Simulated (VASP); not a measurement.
EuS:

```
Eu S
1.0
     0.00000    2.97850    2.97850
     2.97850    0.00000    2.97850
     2.97850    2.97850    0.00000
Eu S
1 1
Cartesian
  0.0000 0.0000 0.0000
  2.9785 2.9785 2.9785
```

Program: VASP 6.6.1. Alike in all runs: task single point; level PBE+U; potentials or basis VASP PAW PBE potentials, release 64 (Eu, S); spin collinear, ferromagnetic start; cell as given; k mesh 10 × 10 × 10; cutoff (eV) 600; smearing fermi-dirac 0.15 eV.

Q: Order these runs on this cell by their band gap on the k mesh, lowest first.
A. U Eu f U = 6.0 eV
B. U Eu f U = 4.0 eV
C. U Eu f U = 8.0 eV

A: B (metal), A (0.44 eV), C (0.93 eV).

Caveats: spin-orbit coupling is left out, which moves the levels of the heavy elements; a cell with one magnetic atom can't hold antiferromagnetic order, which such compounds often take; semilocal functionals underestimate gaps, and a narrow one can read as zero (at least some runs).

A k mesh can miss the band edges.
